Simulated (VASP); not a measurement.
# SiMo3 (Pm-3n) in VASP: notebook

The runs below take SiMo3 through single point, relaxation of cell and atoms, with LDA.

All numbers are computed with VASP 6.6.1; they aren't measurements. Logs are shortened: lines on timing, memory, paths and dates and some standing lists are left out, and cuts for length are marked.

## (1) The cell of the first run

The structure is cubic, space group Pm-3n (No. 223). The conventional cell has a = 4.834 Å, b = 4.834 Å, c = 4.834 Å, α = 90.00°, β = 90.00°, γ = 90.00°. Si (site symmetry m-3) has 12 Mo at 2.70 Å within 3.6 Å. Mo (site symmetry -4m2) has 10 Mo at 2.42 to 2.96 Å and 4 Si at 2.70 Å within 3.2 Å.

## (2) Single point, LDA

INCAR

```
PREC = Accurate
ENCUT = 520
EDIFF = 1E-6
ISMEAR = 0
SIGMA = 0.1
LREAL = F
LASPH = T
NELM = 100
ALGO = Fast
ISIF = 2
LWAVE = F
LCHARG = F
NBANDS = 56
```

KPOINTS

```
regular mesh
0
Gamma
  8 8 8
```

POSCAR

```
SiMo3
1.0
    4.8343219362      0.0000000000      0.0000000000
    0.0000000000      4.8343219362      0.0000000000
    0.0000000000      0.0000000000      4.8343219362
Si Mo
2 6
Direct
    0.0000000000      0.0000000000      0.0000000000
    0.5000000000      0.5000000000      0.5000000000
    0.2500000000      0.0000000000      0.5000000000
    0.5000000000      0.7500000000      0.0000000000
    0.7500000000      0.0000000000      0.5000000000
    0.5000000000      0.2500000000      0.0000000000
    0.0000000000      0.5000000000      0.7500000000
    0.0000000000      0.5000000000      0.2500000000
```

Potentials or basis: VASP PAW LDA potentials, release 64 (Si, Mo_sv).

Command:

```sh
$ cat potpaw_LDA.64/Si/POTCAR potpaw_LDA.64/Mo_sv/POTCAR > POTCAR
$ mpirun -np 1 vasp_std > vasp.out
```

OUTCAR:

```text
PREC = Accurate
   ENCUT = 520
   EDIFF = 1E-6
   ISMEAR = 0
   LREAL = F
   LASPH = T
   NELM = 100
   ISIF = 2

 ion  position               nearest neighbor table
   1  0.000  0.000  0.000-   3 2.70   4 2.70   5 2.70   6 2.70   7 2.70   8 2.70   3 2.70   5 2.70
                             7 2.70   8 2.70   4 2.70   6 2.70
   2  0.500  0.500  0.500-   3 2.70   4 2.70   5 2.70   6 2.70   7 2.70   8 2.70   4 2.70   6 2.70
                             3 2.70   5 2.70   7 2.70   8 2.70
   3  0.250  0.000  0.500-   5 2.42   5 2.42   1 2.70   1 2.70   2 2.70   2 2.70   8 2.96   4 2.96
                             4 2.96   6 2.96   6 2.96   7 2.96   8 2.96   7 2.96
   4  0.500  0.750  0.000-   6 2.42   6 2.42   1 2.70   2 2.70   2 2.70   1 2.70   8 2.96   5 2.96
                             3 2.96   5 2.96   3 2.96   7 2.96   7 2.96   8 2.96
   5  0.750  0.000  0.500-   3 2.42   3 2.42   1 2.70   1 2.70   2 2.70   2 2.70   8 2.96   4 2.96
                             4 2.96   6 2.96   6 2.96   7 2.96   8 2.96   7 2.96
   6  0.500  0.250  0.000-   4 2.42   4 2.42   1 2.70   2 2.70   2 2.70   1 2.70   8 2.96   3 2.96
                             3 2.96   5 2.96   5 2.96   7 2.96   7 2.96   8 2.96
   7  0.000  0.500  0.750-   8 2.42   8 2.42   1 2.70   2 2.70   1 2.70   2 2.70   3 2.96   4 2.96
                             5 2.96   3 2.96   5 2.96   6 2.96   4 2.96   6 2.96
   8  0.000  0.500  0.250-   7 2.42   7 2.42   1 2.70   2 2.70   1 2.70   2 2.70   3 2.96   4 2.96
                             5 2.96   3 2.96   5 2.96   6 2.96   4 2.96   6 2.96

  LATTYP: Found a simple cubic cell.
 ALAT       =     4.8343219362

  Lattice vectors:

 A1 = (   4.8343219362,   0.0000000000,   0.0000000000)
 A2 = (   0.0000000000,   4.8343219362,   0.0000000000)
 A3 = (   0.0000000000,   0.0000000000,   4.8343219362)

Analysis of symmetry for initial positions (statically):
=====================================================================
 Subroutine PRICEL returns:
 Original cell was already a primitive cell.

 Routine SETGRP: Setting up the symmetry group for a
 simple cubic supercell.

 Subroutine GETGRP returns: Found 48 space group operations
 (whereof 24 operations were pure point group operations)
 out of a pool of 48 trial point group operations.

The static configuration has the point symmetry T_h .
 The point group associated with its full space group is O_h .

Analysis of symmetry for dynamics (positions and initial velocities):
=====================================================================
 Subroutine PRICEL returns:
 Original cell was already a primitive cell.

 Routine SETGRP: Setting up the symmetry group for a
 simple cubic supercell.

 Subroutine GETGRP returns: Found 48 space group operations
 (whereof 24 operations were pure point group operations)
 out of a pool of 48 trial point group operations.

The dynamic configuration has the point symmetry T_h .
 The point group associated with its full space group is O_h .

 Subroutine INISYM returns: Found 48 space group operations
 (whereof 24 operations are pure point group operations),
 and found     1 'primitive' translations

----------------------------------------------------------------------------------------

                                     Primitive cell

  volume of cell :     112.9813

  direct lattice vectors                    reciprocal lattice vectors
     4.834321936  0.000000000  0.000000000     0.206854242  0.000000000  0.000000000
     0.000000000  4.834321936  0.000000000     0.000000000  0.206854242  0.000000000
     0.000000000  0.000000000  4.834321936     0.000000000  0.000000000  0.206854242

  length of vectors
     4.834321936  4.834321936  4.834321936     0.206854242  0.206854242  0.206854242

  position of ions in fractional coordinates (direct lattice)
     0.000000000  0.000000000  0.000000000
     0.500000000  0.500000000  0.500000000
     0.250000000  0.000000000  0.500000000
     0.500000000  0.750000000  0.000000000
     0.750000000  0.000000000  0.500000000
     0.500000000  0.250000000  0.000000000
     0.000000000  0.500000000  0.750000000
     0.000000000  0.500000000  0.250000000

  ion indices of the primitive-cell ions
   primitive index   ion index
                 1           1
                 2           2
                 3           3
                 4           4
                 5           5
                 6           6
                 7           7
                 8           8

----------------------------------------------------------------------------------------

 KPOINTS: regular mesh

Automatic generation of k-mesh.
 Grid dimensions read from file:
 generate k-points for:    8    8    8

 Generating k-lattice:

  Cartesian coordinates                     Fractional coordinates (reciprocal lattice)
     0.025856780  0.000000000  0.000000000     0.125000000  0.000000000  0.000000000
     0.000000000  0.025856780  0.000000000     0.000000000  0.125000000  0.000000000
     0.000000000  0.000000000  0.025856780     0.000000000  0.000000000  0.125000000

  Length of vectors
     0.025856780  0.025856780  0.025856780

  Shift w.r.t. Gamma in fractional coordinates (k-lattice)
     0.000000000  0.000000000  0.000000000

 Subroutine IBZKPT returns following result:
 ===========================================

 Found     35 irreducible k-points:

 Following reciprocal coordinates:
            Coordinates               Weight
  0.000000  0.000000  0.000000      1.000000
  0.125000  0.000000  0.000000      6.000000
  0.250000  0.000000  0.000000      6.000000
  0.375000  0.000000  0.000000      6.000000
  0.500000  0.000000  0.000000      3.000000
  0.125000  0.125000  0.000000     12.000000
[... 16 lines left out ...]
  0.375000  0.375000  0.125000     24.000000
  0.500000  0.375000  0.125000     24.000000
 [... further k-points ...]
   k-points           NKPTS =     35   k-points in BZ     NKDIM =     35   number of bands    NBANDS=     56
   number of dos      NEDOS =    301   number of ions     NIONS =      8
   total plane-waves  NPLWV =  46656
   dimension x,y,z NGX =    36 NGY =   36 NGZ =   36
   dimension x,y,z NGXF=    72 NGYF=   72 NGZF=   72
   ions per type =               2   6
   NGX,Y,Z   is equivalent  to a cutoff of  12.38, 12.38, 12.38 a.u.
   NGXF,Y,Z  is equivalent  to a cutoff of  24.76, 24.76, 24.76 a.u.
 SYSTEM =  unknown system
   PREC   = accura    normal or accurate (medium, high low for compatibility)
   ISTART =      0    job   : 0-new  1-cont  2-samecut
   ICHARG =      2    charge: 1-file 2-atom 10-const
   ISPIN  =      1    spin polarized calculation?
   LNONCOLLINEAR =      F non collinear calculations
   LSORBIT =      F    spin-orbit coupling
   LASPH  =      T    aspherical Exc in radial PAW
   ENCUT  =  520.0 eV  38.22 Ry    6.18 a.u.   8.99  8.99  8.99*2*pi/ulx,y,z
   NELM   =    100;   NELMIN=  2; NELMDL= -5     # of ELM steps
   EDIFF  = 0.1E-05   stopping-criterion for ELM
   LREAL  =      F    real-space projection
   EDIFFG = 0.1E-04   stopping-criterion for IOM
   NSW    =      0    number of steps for IOM
   IBRION =     -1    ionic relax: 0-MD 1-quasi-New 2-CG
   NFREE  =      0    steps in history (QN), initial steepest desc. (CG)
   ISIF   =      2    stress and relaxation
   ISYM   =      2    0-nonsym 1-usesym 2-fastsym
   POTIM  = 0.5000    time-step for ionic-motion
   TEBEG  =    0.0;   TEEND  =   0.0 temperature during run
   PSTRESS=    0.0 pullay stress
   NELECT =      92.0000    total number of electrons
   NUPDOWN=      -1.0000    fix difference up-down
   EMIN   =  10.00;   EMAX   =-10.00  energy-range for DOS
   EFERMI =   0.00;   METHOD = LEGACY
   ISMEAR =     0;   SIGMA  =   0.10  broadening in eV -4-tet -1-fermi 0-gaus
   EFERMI_NEDOS =   21; number of points for ismear=-14 and -15
   IALGO  =     68    algorithm
   IMIX   =      4    mixing-type and parameters
     AMIX     =   0.40;   BMIX     =  1.00
     AMIX_MAG =   1.60;   BMIX_MAG =  1.00
  volume/ion in A,a.u.               =      14.12        95.30
  Fermi-wavevector in a.u.,A,eV,Ry     =   1.528746  2.888910 31.797672  2.337063
  Thomas-Fermi vector in A             =   2.636462
   LORBIT       =      0    0 simple, 1 ext, 2 COOP (PROOUT), +10 PAW based schemes
   GGA     = CA    functional components
   LHFCALC =     F    Hartree Fock is set to
   AEXX    =    0.0000 exact exchange contribution
   IVDW    =     0    specifies the selected vdW correction
   LEPSILON=     F    determine dielectric tensor
   LRPA    =     F    only Hartree local field effects (RPA)
 non-spin polarized calculation
 RMM-DIIS sequential band-by-band and
 Gauss-broadening in eV      SIGMA  =   0.10
  energy-cutoff  :      520.00
  volume of cell :      112.98
 maximum number of plane-waves:      3112
 NGX is ok and might be reduce to    36
   NGX = 17   NGY = 17   NGZ = 17

 number of electron      92.0000020 magnetization

 Free energy of the ion-electron system (eV)
  ---------------------------------------------------
  ext. energy  EPLUGINS =         0.00000000
  ---------------------------------------------------
  free energy    TOTEN  =       -87.64570139 eV

  energy without entropy =      -87.62464921  energy(sigma->0) =      -87.63517530

 E-fermi :  13.2022     XC(G=0): -13.4779

 val. band max:       13.1849135519   @ k =   0.3750   0.3750   0.0000
 cond. band min:      13.2146470128   @ k =   0.2500   0.1250   0.1250
 fundamental gap:      0.0297334609
 Fermi energy:        13.2022011775

 k-point     1 :       0.0000    0.0000    0.0000
  band No.  band energies     occupation
      1     -47.7482      2.00000
      2     -47.6108      2.00000
      3     -47.6108      2.00000
      4     -47.2334      2.00000
      5     -47.2334      2.00000
      6     -47.2334      2.00000
[... 1405 lines left out ...]
     55      15.4657      0.00000
     56      15.8466      0.00000

 [... further k-points ...]

------------------------ aborting loop because EDIFF is reached ----------------------------------------

  FORCE on cell =-STRESS in cart. coord.  units (eV):
  Direction    XX          YY          ZZ          XY          YZ          ZX
  --------------------------------------------------------------------------------------
  -------------------------------------------------------------------------------------
  Total        0.8024772      0.8024772      0.8024772      0.0000000      0.0000000     -0.0000000
  in kB       11.3798504     11.3798504     11.3798504      0.0000000      0.0000000     -0.0000000
  external PRESSURE =      11.3798504 kB  Pullay stress =       0.0000000 kB

 VOLUME and BASIS-vectors are now :
 -----------------------------------------------------------------------------
  energy-cutoff  :      520.00
  volume of cell :      112.98
      direct lattice vectors                 reciprocal lattice vectors
     4.834321936  0.000000000  0.000000000     0.206854242  0.000000000  0.000000000
     0.000000000  4.834321936  0.000000000     0.000000000  0.206854242  0.000000000
     0.000000000  0.000000000  4.834321936     0.000000000  0.000000000  0.206854242

 POSITION                                       TOTAL-FORCE (eV/Angst)
 -----------------------------------------------------------------------------------
      0.00000      0.00000      0.00000        -0.000000     -0.000000     -0.000000
      2.41716      2.41716      2.41716        -0.000000     -0.000000     -0.000000
      1.20858      0.00000      2.41716        -0.000000      0.000000      0.000000
      2.41716      3.62574      0.00000         0.000000     -0.000000      0.000000
      3.62574      0.00000      2.41716         0.000000     -0.000000     -0.000000
      2.41716      1.20858      0.00000        -0.000000     -0.000000     -0.000000
      0.00000      2.41716      3.62574         0.000000      0.000000      0.000000
      0.00000      2.41716      1.20858        -0.000000     -0.000000     -0.000000
 -----------------------------------------------------------------------------------
    total drift:                                0.000000      0.000000     -0.000000

  FREE ENERGIE OF THE ION-ELECTRON SYSTEM (eV)
  ---------------------------------------------------
  free  energy   TOTEN  =       -87.6457013852 eV

  energy  without entropy=      -87.6246492105  energy(sigma->0) =      -87.63517530
```

Run time: 2 min. Hardware: 1 thread of AMD EPYC 9R45 (Zen 5), shared host; peak memory 0.24 GiB.

Results:

```yaml
Free_energy: -87.6457 eV
Pressure: 1.1 GPa
Band_gap_on_the_k_mesh: zero (bands 46 and 47 overlap by 2.48 eV)
```

(Part 1 of 2 ends here.)
